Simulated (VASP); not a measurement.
TlPdCl3:

```
Tl Pd Cl
1.0
     4.97612    0.00000    0.00000
     0.00000    4.97612    0.00000
     0.00000    0.00000    4.97612
Tl Pd Cl
1 1 3
Cartesian
  2.4881 2.4881 2.4881
  0.0000 0.0000 0.0000
  2.4881 0.0000 0.0000
  0.0000 2.4881 0.0000
  0.0000 0.0000 2.4881
```

Base run:

```yaml
Program: VASP 6.6.1
Functional: PBE
Potentials_or_basis: VASP PAW PBE potentials, release 64 (Tl_d, Pd, Cl)
Cutoff: 520 eV
k_mesh: 8 × 8 × 8
Occupations: gaussian, width 0.1 eV
Spin: no spin polarisation
```

Its results: band gap on the k mesh zero (band 22 reaches 5.03 eV, above the bottom of band 23 at 1.35 eV); pressure -0.1 GPa.

**Question.** The run is repeated on the same cell with these changes: functional from PBE to r2SCAN. What comes out?

**Answer.** Band gap on the k mesh zero (band 22 reaches 4.89 eV, above the bottom of band 23 at 1.16 eV); pressure -1.6 GPa.

Caveats: spin-orbit coupling is left out, which moves the levels of the heavy elements; the PAW data sets were made with another functional, which shifts forces and pressure a little (some runs).
